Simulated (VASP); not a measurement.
Runs of VASP 6.6.1 on W3N4. The structure is that of space group P-43m (No. 215), or close to it. The cells are those of the table. 

```tsv
task	potentials or basis	cell	k mesh	cutoff (eV)	second run	gap on the mesh (eV)	pressure (GPa)	relaxed volume (Å³/atom)	largest force (eV/Å)
single point	VASP PAW PBE potentials, release 64 (W_sv, N)	a = 4.592 Å, 7 atoms	4 × 4 × 4	520	-	none	(b)	-	-
single point	VASP PAW PBE potentials, release 64 (W_sv, N_h)	a = 4.544 Å, 7 atoms	4 × 4 × 4	910	hard_potentials	none	0.8	-	0.08
single point	VASP PAW PBE potentials, release 64 (W_sv, N)	a = 4.532 Å, 7 atoms	8 × 8 × 8	520	-	none	1.3	-	0.10
relaxation of cell and atoms	VASP PAW PBE potentials, release 64 (W_sv, N)	relaxed from a = 4.544 Å, 7 atoms	8 × 8 × 8	600	-	none	-0.1	(a)	-
relaxation of cell and atoms	VASP PAW PBE potentials, release 64 (W_sv, N)	relaxed from a = 4.592 Å, 7 atoms	4 × 4 × 4	600	-	none	0.0	13.46	-
```

Alike in all rows: level PBE; no spin polarisation; smearing gaussian 0.1 eV.

**Question.** Fill in the values left out.

**Answer.** (a) 13.33; (b) -6.0.

Caveats: spin-orbit coupling is left out, which moves the levels of the heavy elements; the cutoff is under 1.25 times the usual one of these potentials, so pressure, stress and relaxed cells hold a basis-set (Pulay) error (some runs).

A k mesh can miss the band edges, and the runs leave out spin-orbit coupling on W.

A gap of «none» marks levels without a gap at the run's occupations.
